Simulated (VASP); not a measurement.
Input of a VASP 6.6.1 run:

The input INCAR:

```
SYSTEM = AgI
PREC = Accurate
ENCUT = 500
EDIFF = 1E-6
ISMEAR = 0
SIGMA = 0.01
LREAL = .False.
LASPH = .True.
NELM = 120
ALGO = Normal
ISIF = 2
LWAVE = .False.
LCHARG = .False.
NBANDS = 26
GGA_COMPAT = .False.
```

KPOINTS

```
Automatic mesh
0
Gamma
  6 6 4
  0 0 0
```

File POSCAR:

```
AgI
1.0
    4.4625647430      0.0000000000      0.0000000000
   -2.2312823715      3.8646944334      0.0000000000
    0.0000000000      0.0000000000      7.3876404086
Ag I
2 2
Direct
    0.6666666667      0.3333333333      0.6293111479
    0.3333333333      0.6666666667      0.1293111479
    0.6666666667      0.3333333333      0.0006888521
    0.3333333333      0.6666666667      0.5006888521
```

Potentials or basis: VASP PAW LDA potentials, release 64 (Ag, I).

Launch:

```console
$ cat potpaw_LDA.64/Ag/POTCAR potpaw_LDA.64/I/POTCAR > POTCAR
$ mpirun -np 1 vasp_std > vasp.out
```

Task: What does it give for the pressure?

Result: 0.2 GPa.

Task: Estimate the band gap on the k mesh.

Result: 1.12 eV.

Stress tensor (GPa, compression positive):
```
 0.24  0.00  0.00
 0.00  0.24  0.00
 0.00  0.00 -0.01
```

Caveat: the cell differs from its parent crystal (film at in-plane strain -0.005); spin-orbit coupling is left out, which moves the levels of the heavy elements.
